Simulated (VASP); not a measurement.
# KTaO3 (Pm-3m) in VASP: a series of runs

KTaO3 is run at these levels: r2SCAN; tasks: relaxation of cell and atoms, single point.

All numbers are computed with VASP 6.6.1; they aren't measurements. Logs are shortened: lines on timing, memory, paths and dates and some standing lists are left out, and cuts for length are marked.

### Step 1. The cell of the first run

It takes space group Pm-3m (No. 221, cubic). Conventional cell: a = 3.988 Å, b = 3.988 Å, c = 3.988 Å, α = 90.00°, β = 90.00°, γ = 90.00°. Within 3.7 Å of K (site symmetry m-3m) lie 12 O at 2.82 Å and 8 Ta at 3.45 Å. Ta (site symmetry m-3m) has 6 O at 1.99 Å within 2.6 Å. Within 2.6 Å of O (site symmetry 4/mmm) lie 2 Ta at 1.99 Å.

### Step 2. Relaxation of cell and atoms, r2SCAN

The input, POSCAR:

```
KTaO3
1.0
    3.9883000000      0.0000000000      0.0000000000
    0.0000000000      3.9883000000      0.0000000000
    0.0000000000      0.0000000000      3.9883000000
K Ta O
1 1 3
Direct
    0.5000000000      0.5000000000      0.5000000000
    0.0000000000      0.0000000000      0.0000000000
    0.5000000000      0.0000000000      0.0000000000
    0.0000000000      0.5000000000      0.0000000000
    0.0000000000      0.0000000000      0.5000000000
```

The input, INCAR.step1:

```
ALGO = Normal
EDIFF = 1E-4
ENCUT = 600
GGA = PE
ISMEAR = -1
LASPH = T
LCHARG = F
LREAL = F
LWAVE = T
NELM = 100
PREC = Accurate
SIGMA = 0.02
```

The input, INCAR.step2:

```
ALGO = Normal
EDIFF = 1E-7
EDIFFG = -0.01
ENCUT = 600
IBRION = 2
ISIF = 3
ISMEAR = -1
ISTART = 1
LASPH = T
LCHARG = F
LMIXTAU = T
LREAL = F
LWAVE = F
METAGGA = R2SCAN
NELM = 100
NSW = 80
PREC = Accurate
SIGMA = 0.02
```

The input, KPOINTS:

```
k-points
0
Gamma
  8 8 8
```

Potentials or basis: VASP PAW PBE potentials, release 64 (K_sv, Ta_pv, O).

Launch:

```console
cat potpaw_PBE.64/K_sv/POTCAR potpaw_PBE.64/Ta_pv/POTCAR potpaw_PBE.64/O/POTCAR > POTCAR
cp INCAR.step1 INCAR
mpirun -np 1 vasp_std > vasp.out
cp INCAR.step2 INCAR
mpirun -np 1 vasp_std > vasp.out
```

OUTCAR:

```text
EDIFF = 1E-7
   EDIFFG = -0.01
   ENCUT = 600
   IBRION = 2
   ISIF = 3
   ISMEAR = -1
   ISTART = 1
   LASPH = T
   LREAL = F
   METAGGA = R2SCAN
   NELM = 100
   NSW = 80
   PREC = Accurate

 ion  position               nearest neighbor table
   1  0.500  0.500  0.500-   3 2.82   4 2.82   5 2.82   3 2.82   4 2.82   3 2.82   5 2.82   3 2.82
                             4 2.82   5 2.82   4 2.82   5 2.82   2 3.45   2 3.45   2 3.45   2 3.45
   2  0.000  0.000  0.000-   3 1.99   4 1.99   5 1.99   5 1.99   4 1.99   3 1.99   1 3.45   1 3.45
                             1 3.45   1 3.45   1 3.45   1 3.45   1 3.45   1 3.45
   3  0.500  0.000  0.000-   2 1.99   2 1.99   1 2.82   1 2.82   1 2.82   1 2.82
   4  0.000  0.500  0.000-   2 1.99   2 1.99   1 2.82   1 2.82   1 2.82   1 2.82
   5  0.000  0.000  0.500-   2 1.99   2 1.99   1 2.82   1 2.82   1 2.82   1 2.82

  LATTYP: Found a simple cubic cell.
 ALAT       =     3.9883000000

  Lattice vectors:

 A1 = (   3.9883000000,   0.0000000000,   0.0000000000)
 A2 = (   0.0000000000,   3.9883000000,   0.0000000000)
 A3 = (   0.0000000000,   0.0000000000,   3.9883000000)

Analysis of symmetry for initial positions (statically):
=====================================================================
 Subroutine PRICEL returns:
 Original cell was already a primitive cell.

 Routine SETGRP: Setting up the symmetry group for a
 simple cubic supercell.

 Subroutine GETGRP returns: Found 48 space group operations
 (whereof 48 operations were pure point group operations)
 out of a pool of 48 trial point group operations.

The static configuration has the point symmetry O_h .

Analysis of symmetry for dynamics (positions and initial velocities):
=====================================================================
 Subroutine PRICEL returns:
 Original cell was already a primitive cell.

 Routine SETGRP: Setting up the symmetry group for a
 simple cubic supercell.

 Subroutine GETGRP returns: Found 48 space group operations
 (whereof 48 operations were pure point group operations)
 out of a pool of 48 trial point group operations.

The dynamic configuration has the point symmetry O_h .

 Subroutine INISYM returns: Found 48 space group operations
 (whereof 48 operations are pure point group operations),
 and found     1 'primitive' translations

----------------------------------------------------------------------------------------

                                     Primitive cell

  volume of cell :      63.4400

  direct lattice vectors                    reciprocal lattice vectors
     3.988300000  0.000000000  0.000000000     0.250733395  0.000000000  0.000000000
     0.000000000  3.988300000  0.000000000     0.000000000  0.250733395  0.000000000
     0.000000000  0.000000000  3.988300000     0.000000000  0.000000000  0.250733395

  length of vectors
     3.988300000  3.988300000  3.988300000     0.250733395  0.250733395  0.250733395

  position of ions in fractional coordinates (direct lattice)
     0.500000000  0.500000000  0.500000000
     0.000000000  0.000000000  0.000000000
     0.500000000  0.000000000  0.000000000
     0.000000000  0.500000000  0.000000000
     0.000000000  0.000000000  0.500000000

  ion indices of the primitive-cell ions
   primitive index   ion index
                 1           1
                 2           2
                 3           3
                 4           4
                 5           5

----------------------------------------------------------------------------------------

 KPOINTS: k-points

Automatic generation of k-mesh.
 Grid dimensions read from file:
 generate k-points for:    8    8    8

 Generating k-lattice:

  Cartesian coordinates                     Fractional coordinates (reciprocal lattice)
     0.031341674  0.000000000  0.000000000     0.125000000  0.000000000  0.000000000
     0.000000000  0.031341674  0.000000000     0.000000000  0.125000000  0.000000000
     0.000000000  0.000000000  0.031341674     0.000000000  0.000000000  0.125000000

  Length of vectors
     0.031341674  0.031341674  0.031341674

  Shift w.r.t. Gamma in fractional coordinates (k-lattice)
     0.000000000  0.000000000  0.000000000

 Subroutine IBZKPT returns following result:
 ===========================================

 Found     35 irreducible k-points:

 Following reciprocal coordinates:
            Coordinates               Weight
  0.000000  0.000000  0.000000      1.000000
  0.125000  0.000000  0.000000      6.000000
  0.250000  0.000000  0.000000      6.000000
  0.375000  0.000000  0.000000      6.000000
  0.500000  0.000000  0.000000      3.000000
  0.125000  0.125000  0.000000     12.000000
[... 16 lines left out ...]
  0.375000  0.375000  0.125000     24.000000
  0.500000  0.375000  0.125000     24.000000
 [... further k-points ...]
   k-points           NKPTS =     35   k-points in BZ     NKDIM =     35   number of bands    NBANDS=     23
   number of dos      NEDOS =    301   number of ions     NIONS =      5
   total plane-waves  NPLWV =  32768
   dimension x,y,z NGX =    32 NGY =   32 NGZ =   32
   dimension x,y,z NGXF=    64 NGYF=   64 NGZF=   64
   ions per type =               1   1   3
   NGX,Y,Z   is equivalent  to a cutoff of  13.34, 13.34, 13.34 a.u.
   NGXF,Y,Z  is equivalent  to a cutoff of  26.68, 26.68, 26.68 a.u.
 SYSTEM =  unknown system
   PREC   = accura    normal or accurate (medium, high low for compatibility)
   ISTART =      1    job   : 0-new  1-cont  2-samecut
   ICHARG =      0    charge: 1-file 2-atom 10-const
   ISPIN  =      1    spin polarized calculation?
   LNONCOLLINEAR =      F non collinear calculations
   LSORBIT =      F    spin-orbit coupling
   LASPH  =      T    aspherical Exc in radial PAW
   ENCUT  =  600.0 eV  44.10 Ry    6.64 a.u.   7.97  7.97  7.97*2*pi/ulx,y,z
   NELM   =    100;   NELMIN=  2; NELMDL=  0     # of ELM steps
   EDIFF  = 0.1E-06   stopping-criterion for ELM
   LREAL  =      F    real-space projection
   EDIFFG = -.1E-01   stopping-criterion for IOM
   NSW    =     80    number of steps for IOM
   IBRION =      2    ionic relax: 0-MD 1-quasi-New 2-CG
   NFREE  =      1    steps in history (QN), initial steepest desc. (CG)
   ISIF   =      3    stress and relaxation
   ISYM   =      2    0-nonsym 1-usesym 2-fastsym
   POTIM  = 0.5000    time-step for ionic-motion
   TEBEG  =    0.0;   TEEND  =   0.0 temperature during run
   PSTRESS=    0.0 pullay stress
   NELECT =      38.0000    total number of electrons
   NUPDOWN=      -1.0000    fix difference up-down
   EMIN   =  10.00;   EMAX   =-10.00  energy-range for DOS
   EFERMI =   0.00;   METHOD = LEGACY
   ISMEAR =    -1;   SIGMA  =   0.02  broadening in eV -4-tet -1-fermi 0-gaus
   EFERMI_NEDOS =   21; number of points for ismear=-14 and -15
   IALGO  =     38    algorithm
   IMIX   =      4    mixing-type and parameters
     AMIX     =   0.40;   BMIX     =  1.00
     AMIX_MAG =   1.60;   BMIX_MAG =  1.00
  volume/ion in A,a.u.               =      12.69        85.62
  Fermi-wavevector in a.u.,A,eV,Ry     =   1.380008  2.607837 25.911228  1.904422
  Thomas-Fermi vector in A             =   2.504925
   LORBIT       =      0    0 simple, 1 ext, 2 COOP (PROOUT), +10 PAW based schemes
   METAGGA = R2SCAN    functional components
   LHFCALC =     F    Hartree Fock is set to
   AEXX    =    0.0000 exact exchange contribution
   IVDW    =     0    specifies the selected vdW correction
   LEPSILON=     F    determine dielectric tensor
   LRPA    =     F    only Hartree local field effects (RPA)
 conjugate gradient relaxation of ions
 non-spin polarized calculation
  energy-cutoff  :      600.00
  volume of cell :       63.44
 maximum number of plane-waves:      2176
 NGX is ok and might be reduce to    32
   NGX = 15   NGY = 15   NGZ = 15

--------------------------------------- Ionic step        1  -------------------------------------------

 number of electron      37.9999990 magnetization

 Free energy of the ion-electron system (eV)
  ---------------------------------------------------
  ext. energy  EPLUGINS =         0.00000000
  ---------------------------------------------------
  free energy    TOTEN  =       -87.17405391 eV

  energy without entropy =      -87.17405391  energy(sigma->0) =      -87.17405391

------------------------ aborting loop because EDIFF is reached ----------------------------------------

  FORCE on cell =-STRESS in cart. coord.  units (eV):
  Direction    XX          YY          ZZ          XY          YZ          ZX
  --------------------------------------------------------------------------------------
  -------------------------------------------------------------------------------------
  Total        0.4105777      0.4105777      0.4105777     -0.0000000      0.0000000      0.0000000
  in kB       10.3691328     10.3691328     10.3691328     -0.0000000      0.0000000      0.0000000
  external PRESSURE =      10.3691328 kB  Pullay stress =       0.0000000 kB

 VOLUME and BASIS-vectors are now :
 -----------------------------------------------------------------------------
  energy-cutoff  :      600.00
  volume of cell :       63.44
      direct lattice vectors                 reciprocal lattice vectors
     3.988300000  0.000000000  0.000000000     0.250733395  0.000000000  0.000000000
     0.000000000  3.988300000  0.000000000     0.000000000  0.250733395  0.000000000
     0.000000000  0.000000000  3.988300000     0.000000000  0.000000000  0.250733395
[... 40 lines left out ...]
 POSITION                                       TOTAL-FORCE (eV/Angst)
 -----------------------------------------------------------------------------------
      2.00205      2.00205      2.00205        -0.000000      0.000000      0.000000
      0.00000      0.00000      0.00000         0.000000      0.000000      0.000000
      2.00205     -0.00000      0.00000         0.000000      0.000000      0.000000
     -0.00000      2.00205      0.00000         0.000000      0.000000      0.000000
     -0.00000      0.00000      2.00205         0.000000      0.000000      0.000000
 -----------------------------------------------------------------------------------
    total drift:                                0.000000      0.000000     -0.000000

  FREE ENERGIE OF THE ION-ELECTRON SYSTEM (eV)
  ---------------------------------------------------
  free  energy   TOTEN  =       -87.1730115297 eV

  energy  without entropy=      -87.1730115297  energy(sigma->0) =      -87.17301153

--------------------------------------- Ionic step        3  -------------------------------------------

 number of electron      37.9999993 magnetization

 Free energy of the ion-electron system (eV)
  ---------------------------------------------------
  ext. energy  EPLUGINS =         0.00000000
  ---------------------------------------------------
  free energy    TOTEN  =       -87.17504271 eV

  energy without entropy =      -87.17504271  energy(sigma->0) =      -87.17504271

 E-fermi :   1.8113     XC(G=0): -11.5292

 val. band max:        1.3841117333   @ k =   0.5000   0.5000   0.5000
 cond. band min:       3.9724912682   @ k =   0.0000   0.0000   0.0000
 fundamental gap:      2.5883795349
 Fermi energy:         1.8113390162

 k-point     1 :       0.0000    0.0000    0.0000
  band No.  band energies     occupation
      1     -33.9169      2.00000
      2     -33.9169      2.00000
      3     -33.9169      2.00000
      4     -27.0672      2.00000
      5     -17.1499      2.00000
      6     -16.4824      2.00000
[... 15 lines left out ...]
     22       3.9725      0.00000
     23       8.3997      0.00000
[... 575 lines left out ...]
      1     -34.0108      2.00000
      2     -33.9961      2.00000
      3     -33.9250      2.00000
      4     -27.0269      2.00000
      5     -16.5771      2.00000
      6     -15.7776      2.00000
[... 15 lines left out ...]
     22       7.8709      0.00000
     23      10.1676      0.00000

 [... further k-points ...]

------------------------ aborting loop because EDIFF is reached ----------------------------------------

  FORCE on cell =-STRESS in cart. coord.  units (eV):
  Direction    XX          YY          ZZ          XY          YZ          ZX
  --------------------------------------------------------------------------------------
  -------------------------------------------------------------------------------------
  Total        0.0026081      0.0026081      0.0026081     -0.0000000      0.0000000      0.0000000
  in kB        0.0655489      0.0655489      0.0655489     -0.0000000      0.0000000      0.0000000
  external PRESSURE =       0.0655489 kB  Pullay stress =       0.0000000 kB

 VOLUME and BASIS-vectors are now :
 -----------------------------------------------------------------------------
  energy-cutoff  :      600.00
  volume of cell :       63.75
      direct lattice vectors                 reciprocal lattice vectors
     3.994761727 -0.000000000  0.000000000     0.250327821  0.000000000  0.000000000
    -0.000000000  3.994761727  0.000000000     0.000000000  0.250327821  0.000000000
    -0.000000000  0.000000000  3.994761727    -0.000000000 -0.000000000  0.250327821

 POSITION                                       TOTAL-FORCE (eV/Angst)
 -----------------------------------------------------------------------------------
      1.99738      1.99738      1.99738        -0.000000      0.000000      0.000000
      0.00000      0.00000      0.00000         0.000000      0.000000      0.000000
      1.99738     -0.00000      0.00000         0.000000      0.000000      0.000000
     -0.00000      1.99738      0.00000         0.000000      0.000000      0.000000
     -0.00000      0.00000      1.99738         0.000000      0.000000      0.000000
 -----------------------------------------------------------------------------------
    total drift:                                0.000000      0.000000     -0.000000

  FREE ENERGIE OF THE ION-ELECTRON SYSTEM (eV)
  ---------------------------------------------------
  free  energy   TOTEN  =       -87.1750427108 eV

  energy  without entropy=      -87.1750427108  energy(sigma->0) =      -87.17504271

 reached required accuracy - stopping structural energy minimisation
```

Run time: 3.9 min. Hardware: 1 thread of Intel Xeon 6975P-C (Granite Rapids), shared host; peak memory 0.24 GiB.

What came out:

| Quantity | Value |
| --- | --- |
| Free energy | -87.1750 eV |
| Relaxed volume | 12.75 Å³/atom |
| Relaxed cell | a = 3.995 Å, b = 3.995 Å, c = 3.995 Å, α = 90.00°, β = 90.00°, γ = 90.00° |
| Space group after relaxing (to 0.1 Å) | Pm-3m (No. 221) |
| Energy gained by relaxing | 0.2 meV/atom |
| Ionic steps | 3 |
| Pressure after relaxing | 0.0 GPa |
| Band gap on the k mesh | 2.59 eV (least direct gap 3.24 eV) |

The path:
| step | energy change (eV) | largest force (eV/Å) | pressure (GPa) | volume (Å³) |
| --- | --- | --- | --- | --- |
| 1 | 0.0000 | 0.0000 | 1.04 | 63.44 |
| 2 | 0.0010 | 0.0000 | -1.44 | 64.20 |
| 3 | -0.0010 | 0.0000 | 0.01 | 63.75 |

Final structure:
```xyz
5
Lattice="3.9948 0.0000 0.0000 0.0000 3.9948 0.0000 0.0000 0.0000 3.9948" Properties=species:S:1:pos:R:3 pbc="T T T"
K     1.9974    1.9974    1.9974
Ta    0.0000    0.0000    0.0000
O     1.9974    0.0000    0.0000
O     0.0000    1.9974    0.0000
O     0.0000    0.0000    1.9974
```

Caveat: the PAW data sets were made with another functional, which shifts forces and pressure a little; spin-orbit coupling is left out, which moves the levels of the heavy elements.

[end of part 1 of 2]
